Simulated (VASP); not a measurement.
# NaMg5Cl11 in VASP: a series of runs

The runs below take NaMg5Cl11 through single point, with PBE.

All numbers are computed with VASP 6.6.1; they aren't measurements. Logs are shortened: lines on timing, memory, paths and dates and some standing lists are left out, and cuts for length are marked.

## 1. The cell of the first run

The cell holds a disordered packing, 17 atoms: a = 7.339 Å, b = 7.493 Å, c = 8.059 Å, α = 92.73°, β = 92.60°, γ = 91.54°.

## 2. Single point, PBE

INCAR reads:

```
SYSTEM = NaMg5Cl11
  PREC = Accurate
  ENCUT = 520
  EDIFF = 1E-6
  ISMEAR = -1
  SIGMA = 0.0552
  LREAL = .FALSE.
  LASPH = .TRUE.
  NELM = 120
  ALGO = Normal
  ISIF = 2
  LWAVE = .FALSE.
  LCHARG = .FALSE.
  GGA = PE
  ISYM = 0
  NBANDS = 61
  GGA_COMPAT = .FALSE.
```

KPOINTS reads:

```
regular mesh
0
G
  1 1 1
  0 0 0
```

POSCAR reads:

```
NaMg5Cl11
1.0
    7.3358240000     -0.1022000000     -0.1754900000
   -0.1022000000      7.4901820000     -0.1860490000
   -0.1754900000     -0.1860490000      8.0546370000
Na Cl Mg
1 11 5
Direct
    0.5824542758      0.9404440276      0.5879746749
    0.6585368701      0.2709135746      0.8422486122
    0.9814136784      0.4880907010      0.1665459379
    0.4312454471      0.2293220654      0.1992363411
    0.8344184526      0.1413300445      0.4496836304
    0.8986217957      0.7133370843      0.7573781153
    0.1849483742      0.3970046573      0.6249236197
    0.6803856904      0.8679932959      0.1714728013
    0.5939570146      0.5937261077      0.4332686458
    0.2107062313      0.8363372080      0.2948724490
    0.0344990659      0.0646997115      0.9668571728
    0.3714370566      0.7776336960      0.8402627531
    0.8889485786      0.3751947664      0.6670261114
    0.3547082448      0.9530686627      0.0642978972
    0.9364791640      0.7638708898      0.0423427081
    0.7674316286      0.1807497173      0.1237833413
    0.3008029368      0.5192158587      0.3785089879
```

Potentials or basis: VASP PAW PBE potentials, release 64 (Na_pv, Cl, Mg).

Run with:

```
cat potpaw_PBE.64/Na_pv/POTCAR potpaw_PBE.64/Cl/POTCAR potpaw_PBE.64/Mg/POTCAR > POTCAR
mpirun -np 1 vasp_gam > vasp.out
```

OUTCAR:

```text
SYSTEM = NaMg5Cl11
   PREC = Accurate
   ENCUT = 520
   EDIFF = 1E-6
   ISMEAR = -1
   LREAL = .FALSE.
   LASPH = .TRUE.
   NELM = 120
   ISIF = 2
   GGA = PE
   ISYM = 0

 ion  position               nearest neighbor table
   1  0.582  0.940  0.588-   5 2.67
   2  0.659  0.271  0.842-  13 2.39  16 2.50
   3  0.981  0.488  0.167-  15 2.36  16 2.75  17 2.83
   4  0.431  0.229  0.199-  14 2.33  16 2.60  17 2.77
   5  0.834  0.141  0.450-  13 2.43   1 2.67  16 2.68
   6  0.899  0.713  0.757-  15 2.31  13 2.60
   7  0.185  0.397  0.625-  13 2.22  17 2.41
   8  0.680  0.868  0.171-  15 2.32  16 2.46  14 2.61
   9  0.594  0.594  0.433-  17 2.23
  10  0.211  0.836  0.295-  14 2.37  17 2.60  15 2.82
  11  0.034  0.065  0.967-  15 2.46  16 2.53  14 2.62
  12  0.371  0.778  0.840-  14 2.19
  13  0.889  0.375  0.667-   7 2.22   2 2.39   5 2.43   6 2.60
  14  0.355  0.953  0.064-  12 2.19   4 2.33  10 2.37   8 2.61  11 2.62  15 3.34  16 3.44
  15  0.936  0.764  0.042-   6 2.31   8 2.32   3 2.36  11 2.46  10 2.82  14 3.34  16 3.44
  16  0.767  0.181  0.124-   8 2.46   2 2.50  11 2.53   4 2.60   5 2.68   3 2.75  15 3.44  14 3.44

  17  0.301  0.519  0.379-   9 2.23   7 2.41  10 2.60   4 2.77   3 2.83

IMPORTANT INFORMATION: All symmetrisations will be switched off!
NOSYMM: (Re-)initialisation of all symmetry stuff for point group C_1.

----------------------------------------------------------------------------------------

                                     Primitive cell

  volume of cell :     442.0000

  direct lattice vectors                    reciprocal lattice vectors
     7.335824000 -0.102200000 -0.175490000     0.136416485  0.001936275  0.003016892
    -0.102200000  7.490182000 -0.186049000     0.001936275  0.133612231  0.003128411
    -0.175490000 -0.186049000  8.054637000     0.003016892  0.003128411  0.124290079

  length of vectors
     7.338634433  7.493189272  8.058696431     0.136463578  0.133662876  0.124366042

  position of ions in fractional coordinates (direct lattice)
     0.582454276  0.940444028  0.587974675
     0.658536870  0.270913575  0.842248612
     0.981413678  0.488090701  0.166545938
     0.431245447  0.229322065  0.199236341
     0.834418453  0.141330045  0.449683630
     0.898621796  0.713337084  0.757378115
[... 9 lines left out ...]
     0.767431629  0.180749717  0.123783341
     0.300802937  0.519215859  0.378508988

  ion indices of the primitive-cell ions
   primitive index   ion index
                 1           1
                 2           2
                 3           3
                 4           4
                 5           5
                 6           6
[... 9 lines left out ...]
                16          16
                17          17

----------------------------------------------------------------------------------------

 KPOINTS: regular mesh

Automatic generation of k-mesh.
 Grid dimensions read from file:
 generate k-points for:    1    1    1

 Generating k-lattice:

  Cartesian coordinates                     Fractional coordinates (reciprocal lattice)
     0.136416485  0.001936275  0.003016892     1.000000000 -0.000000000 -0.000000000
     0.001936275  0.133612231  0.003128411    -0.000000000  1.000000000  0.000000000
     0.003016892  0.003128411  0.124290079     0.000000000 -0.000000000  1.000000000

  Length of vectors
     0.136463578  0.133662876  0.124366042

  Shift w.r.t. Gamma in fractional coordinates (k-lattice)
     0.000000000  0.000000000  0.000000000

 Subroutine IBZKPT returns following result:
 ===========================================

 Found      1 irreducible k-points:

 Following reciprocal coordinates:
            Coordinates               Weight
  0.000000  0.000000  0.000000      1.000000
   k-points           NKPTS =      1   k-points in BZ     NKDIM =      1   number of bands    NBANDS=     61
   number of dos      NEDOS =    301   number of ions     NIONS =     17
   total plane-waves  NPLWV = 188160
   dimension x,y,z NGX =    56 NGY =   56 NGZ =   60
   dimension x,y,z NGXF=   112 NGYF=  112 NGZF=  120
   ions per type =               1  11   5
   NGX,Y,Z   is equivalent  to a cutoff of  12.69, 12.42, 12.38 a.u.
   NGXF,Y,Z  is equivalent  to a cutoff of  25.37, 24.85, 24.76 a.u.
 SYSTEM =  NaMg5Cl11
   PREC   = accura    normal or accurate (medium, high low for compatibility)
   ISTART =      0    job   : 0-new  1-cont  2-samecut
   ICHARG =      2    charge: 1-file 2-atom 10-const
   ISPIN  =      1    spin polarized calculation?
   LNONCOLLINEAR =      F non collinear calculations
   LSORBIT =      F    spin-orbit coupling
   LASPH  =      T    aspherical Exc in radial PAW
   ENCUT  =  520.0 eV  38.22 Ry    6.18 a.u.  13.64 13.93 14.98*2*pi/ulx,y,z
   NELM   =    120;   NELMIN=  2; NELMDL= -5     # of ELM steps
   EDIFF  = 0.1E-05   stopping-criterion for ELM
   LREAL  =      F    real-space projection
   EDIFFG = 0.1E-04   stopping-criterion for IOM
   NSW    =      0    number of steps for IOM
   IBRION =     -1    ionic relax: 0-MD 1-quasi-New 2-CG
   NFREE  =      0    steps in history (QN), initial steepest desc. (CG)
   ISIF   =      2    stress and relaxation
   ISYM   =      0    0-nonsym 1-usesym 2-fastsym
   POTIM  = 0.5000    time-step for ionic-motion
   TEBEG  =    0.0;   TEEND  =   0.0 temperature during run
   PSTRESS=    0.0 pullay stress
   NELECT =      94.0000    total number of electrons
   NUPDOWN=      -1.0000    fix difference up-down
   EMIN   =  10.00;   EMAX   =-10.00  energy-range for DOS
   EFERMI =   0.00;   METHOD = LEGACY
   ISMEAR =    -1;   SIGMA  =   0.06  broadening in eV -4-tet -1-fermi 0-gaus
   EFERMI_NEDOS =   21; number of points for ismear=-14 and -15
   IALGO  =     38    algorithm
   IMIX   =      4    mixing-type and parameters
     AMIX     =   0.40;   BMIX     =  1.00
     AMIX_MAG =   1.60;   BMIX_MAG =  1.00
  volume/ion in A,a.u.               =      26.00       175.46
  Fermi-wavevector in a.u.,A,eV,Ry     =   0.977185  1.846612 12.992069  0.954890
  Thomas-Fermi vector in A             =   2.107862
   LORBIT       =      0    0 simple, 1 ext, 2 COOP (PROOUT), +10 PAW based schemes
   GGA     = PE    functional components
   LHFCALC =     F    Hartree Fock is set to
   AEXX    =    0.0000 exact exchange contribution
   IVDW    =     0    specifies the selected vdW correction
   LEPSILON=     F    determine dielectric tensor
   LRPA    =     F    only Hartree local field effects (RPA)
 non-spin polarized calculation
  energy-cutoff  :      520.00
  volume of cell :      442.00
 maximum number of plane-waves:      5943
 NGX is ok and might be reduce to    54
   NGX = 27   NGY = 27   NGZ = 29

 number of electron      94.0000011 magnetization

 Free energy of the ion-electron system (eV)
  ---------------------------------------------------
  ext. energy  EPLUGINS =         0.00000000
  ---------------------------------------------------
  free energy    TOTEN  =       -57.07808391 eV

  energy without entropy =      -57.07808391  energy(sigma->0) =      -57.07808391

 E-fermi :   1.1924     XC(G=0):  -7.7115

 val. band max:       -0.2241075772   @ k =   0.0000   0.0000   0.0000
 cond. band min:       3.7377076942   @ k =   0.0000   0.0000   0.0000
 fundamental gap:      3.9618152714
 Fermi energy:         1.1924243236

 k-point     1 :       0.0000    0.0000    0.0000
  band No.  band energies     occupation
      1     -22.1734      2.00000
      2     -22.1461      2.00000
      3     -22.1245      2.00000
      4     -14.6017      2.00000
      5     -14.1565      2.00000
      6     -14.0266      2.00000
[... 51 lines left out ...]
     58       7.2214      0.00000
     59       7.6971      0.00000
 [bands above 59 left out]

------------------------ aborting loop because EDIFF is reached ----------------------------------------

  FORCE on cell =-STRESS in cart. coord.  units (eV):
  Direction    XX          YY          ZZ          XY          YZ          ZX
  --------------------------------------------------------------------------------------
  -------------------------------------------------------------------------------------
  Total        7.6354124      4.0475358      1.5644924      2.6927104      3.1194144      0.1693510
  in kB       27.6771163     14.6716525      5.6710279      9.7606329     11.3073650      0.6138695
  external PRESSURE =      16.0065989 kB  Pullay stress =       0.0000000 kB

 VOLUME and BASIS-vectors are now :
 -----------------------------------------------------------------------------
  energy-cutoff  :      520.00
  volume of cell :      442.00
      direct lattice vectors                 reciprocal lattice vectors
     7.335824000 -0.102200000 -0.175490000     0.136416485  0.001936275  0.003016892
    -0.102200000  7.490182000 -0.186049000     0.001936275  0.133612231  0.003128411
    -0.175490000 -0.186049000  8.054637000     0.003016892  0.003128411  0.124290079

 POSITION                                       TOTAL-FORCE (eV/Angst)
 -----------------------------------------------------------------------------------
      4.07348      6.87518      4.45874        -0.036682     -0.280289      0.226456
      4.65542      1.80519      6.61804        -0.038309     -0.084432      0.115521
      7.12037      3.52460      1.07843         0.021119     -0.770525      0.183952
      3.10514      1.63652      1.48643         0.204635      0.658880      0.097543
      6.02779      0.88965      3.44931         0.029420      0.459523     -0.078503
      6.38632      5.11028      5.80999        -0.402875     -0.862155     -0.460611
[... 9 lines left out ...]
      5.58955      1.25239      0.82873         0.258528      0.530623      0.345360
      2.08715      3.78786      2.89937        -0.854065     -0.131139     -0.333789
 -----------------------------------------------------------------------------------
    total drift:                               -0.000583      0.000828      0.000353

  FREE ENERGIE OF THE ION-ELECTRON SYSTEM (eV)
  ---------------------------------------------------
  free  energy   TOTEN  =       -57.0780839111 eV

  energy  without entropy=      -57.0780839110  energy(sigma->0) =      -57.07808391
```

It took 55 s on 1 thread of Intel Xeon 8259CL, shared host; peak memory 0.41 GiB.

What came out:

```
Free energy   : -57.0781 eV
Pressure      : 1.6 GPa
Largest force : 1.460 eV/Å
```

Forces on the atoms (eV/Å):
```
Na  -0.037 -0.280  0.226
Cl  -0.038 -0.084  0.116
Cl   0.021 -0.771  0.184
Cl   0.205  0.659  0.098
Cl   0.029  0.460 -0.079
Cl  -0.403 -0.862 -0.461
Cl   1.387 -0.014 -0.456
Cl  -0.248  0.319 -0.562
Cl   0.423 -0.154  0.543
Cl  -0.131 -0.393  0.332
Cl   0.159  0.188  0.455
Cl   0.230 -0.176 -0.646
Mg  -1.232  0.457 -0.057
Mg  -0.110  0.342  0.387
Mg   0.340 -0.091 -0.091
Mg   0.259  0.531  0.345
Mg  -0.854 -0.131 -0.334
```

Caveat: the k points lie up to 0.86 Å⁻¹ apart; the atoms stand as in a frame of molecular dynamics.

## 3. Single point, PBE

INCAR reads:

```
  PREC = Accurate
  ENCUT = 520
  EDIFF = 1E-6
  ISMEAR = -1
  SIGMA = 0.0552
  LREAL = False
  LASPH = True
  NELM = 120
  ALGO = Normal
  ISIF = 2
  LWAVE = False
  LCHARG = False
  GGA = PE
  ISYM = 0
  NBANDS = 61
  GGA_COMPAT = False
```

KPOINTS reads:

```
regular mesh
0
Gamma
  1 1 1
```

POSCAR reads:

```
NaMg5Cl11
1.0
    7.3358240000     -0.1022000000     -0.1754900000
   -0.1022000000      7.4901820000     -0.1860490000
   -0.1754900000     -0.1860490000      8.0546370000
Na Cl Mg
1 11 5
Direct
    0.5071880884      0.9082182683      0.6182269342
    0.7159363030      0.2696467745      0.8710970059
    1.0213740285      0.4542030126      0.1954958299
    0.4193397547      0.2766499395      0.1743404921
    0.8088726264      0.1348263491      0.4743003769
    0.8554615840      0.7030710262      0.7691079827
    0.1749199236      0.3895260461      0.6154892677
    0.6954332218      0.8909646845      0.1963480992
    0.6176974048      0.6044672911      0.4143819582
    0.1956608634      0.8521402958      0.3604930147
    0.0225952286      0.0264521417      0.9756522400
    0.3901227036      0.7164528672      0.8831158962
    0.8081095721      0.4292881357      0.6311319526
    0.3534190206      0.9493011224      0.0752530534
    0.8957112953      0.7173142112      0.0634902562
    0.7514200316      0.2243617424      0.1758523667
    0.2897357524      0.5069215170      0.3930600434
```

Potentials or basis: VASP PAW PBE potentials, release 64 (Na_pv, Cl, Mg).

Run with:

```
cat potpaw_PBE.64/Na_pv/POTCAR potpaw_PBE.64/Cl/POTCAR potpaw_PBE.64/Mg/POTCAR > POTCAR
mpirun -np 1 vasp_gam > vasp.out
```

Run time: 54 s. Hardware: 1 thread of Intel Xeon 8259CL, shared host; peak memory 0.41 GiB.

The run converged. Its results:

```yaml
Free_energy: -56.2080 eV
Pressure: 0.4 GPa
Largest_force: 1.591 eV/Å
```

Forces on the atoms (eV/Å):
```
Na   0.155  0.012 -0.031
Cl  -0.617  0.232  0.044
Cl  -0.820  0.320 -0.385
Cl   0.248 -0.623  0.013
Cl  -0.304  1.182  0.206
Cl   0.005  0.001 -0.026
Cl  -0.299 -0.172  0.449
Cl  -1.219  0.616 -0.720
Cl  -0.391 -1.042  0.872
Cl   0.758 -0.506 -0.363
Cl   1.291 -0.421  0.829
Cl  -0.061  0.425  0.147
Mg   0.340 -0.756 -0.240
Mg  -0.824  0.135  0.540
Mg   0.864  0.295 -0.648
Mg   0.497 -0.364 -0.018
Mg   0.378  0.664 -0.668
```

Stress tensor (GPa, compression positive):
```
-0.14  1.15  0.10
 1.15  0.41  1.34
 0.10  1.34  0.84
```

Levels at points of the mesh, in eV from the Fermi level:
```
           k point  band 43  band 44  band 45  band 46  band 47  band 48  band 49  band 50  band 51  band 52
(0.00, 0.00, 0.00)    -1.90    -1.76    -1.58    -1.45    -1.38     2.32     4.06     4.31     4.64     4.83
```

Caveat: the k points lie up to 0.86 Å⁻¹ apart; the atoms stand as in a frame of molecular dynamics.

(Continued in part 2 of 2.)
